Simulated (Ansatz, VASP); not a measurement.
## Cu in VASP and in Ansatz

File INCAR:

```
SYSTEM = Cu
PREC = Accurate ; ENCUT = 520
EDIFF = 1E-7 ; ISMEAR = -1
SIGMA = 0.05 ; LREAL = .False.
LASPH = .True. ; NELM = 80
ALGO = Normal ; ISIF = 2
LWAVE = .False. ; LCHARG = .True.
LDIPOL = .True. ; IDIPOL = 3
DIPOL = 0.5 0.5 0.500 ; GGA = PE
LELF = .True. ; LVHAR = .True.
LVACPOTAV = .True. ; NBANDS = 48
```

Contents of KPOINTS:

```
Automatic mesh
0
Gamma
  10 10 1
  0 0 0
```

File POSCAR:

```
Cu
1.0
    2.5561910140      0.0000000000      0.0000000000
    0.0000000000      2.5561910140      0.0000000000
    0.0000000000      0.0000000000     25.8450000000
Cu
7
Direct
    0.5000000000      0.5000000000      0.2901915264
    0.0000000000      0.0000000000      0.3601276843
    0.5000000000      0.5000000000      0.4300638421
    0.0000000000      0.0000000000      0.5000000000
    0.5000000000      0.5000000000      0.5699361579
    0.0000000000      0.0000000000      0.6398723157
    0.5000000000      0.5000000000      0.7098084736
```

input.yaml

```yaml
crystal:
  lattice:
    - [2.556191014, 0.0, 0.0]
    - [0.0, 2.556191014, 0.0]
    - [0.0, 0.0, 25.845]
  atoms:
    - { symbol: Cu, position: [0.5, 0.5, 0.2901915264] }
    - { symbol: Cu, position: [0.0, 0.0, 0.3601276843] }
    - { symbol: Cu, position: [0.5, 0.5, 0.4300638421] }
    - { symbol: Cu, position: [0.0, 0.0, 0.5] }
    - { symbol: Cu, position: [0.5, 0.5, 0.5699361579] }
    - { symbol: Cu, position: [0.0, 0.0, 0.6398723157] }
    - { symbol: Cu, position: [0.5, 0.5, 0.7098084736] }
hamiltonian:
  xc: pbe
  pseudopotentials: { kind: paw }
kpoints:
  mp_grid: { grid: [10, 10, 1] }
scf:
  occupations: { method: fermi_dirac, width: 0.05 }
output:
  forces: true
  eigenvalues: true
  write_density: true
  write_potential: true
  elf: true
  volumetric_format: npy
efield:
  axis: 3
  dipole_correction: true
  ramp_width: 0.04
```

Alike in both runs: task single point; functional PBE; k mesh 10 × 10 × 1; occupations fermi-dirac, width 0.05 eV; no spin polarisation.

```csv
,VASP,Ansatz
version,VASP 6.6.1,Ansatz 0.2.0
potentials or method,"VASP PAW PBE potentials, release 64 (Cu)",Ansatz PAW
plane-wave cutoff (eV),520,420
valence electrons in the cell,77,133
```

Ansatz gave:

| Property | Result |
| --- | --- |
| gap on the k mesh at the Fermi level (eV) | none |
| rms of the force components (eV/Å) | 0.078 |
| work function, face that differs most (eV) | 4.59 |

Question: Which values does VASP return?

Answer: gap on the k mesh at the Fermi level (eV): none; rms of the force components (eV/Å): 0.073; work function, face that differs most (eV): 4.57.

Atom by atom the forces differ by 0.008 eV/Å (rms over components). A gap of «none» marks a metal or a gap that the smearing closes. VASP's potentials hold 77 valence electrons a cell and Ansatz's 133, so a difference there can come from the potentials and not from the codes.
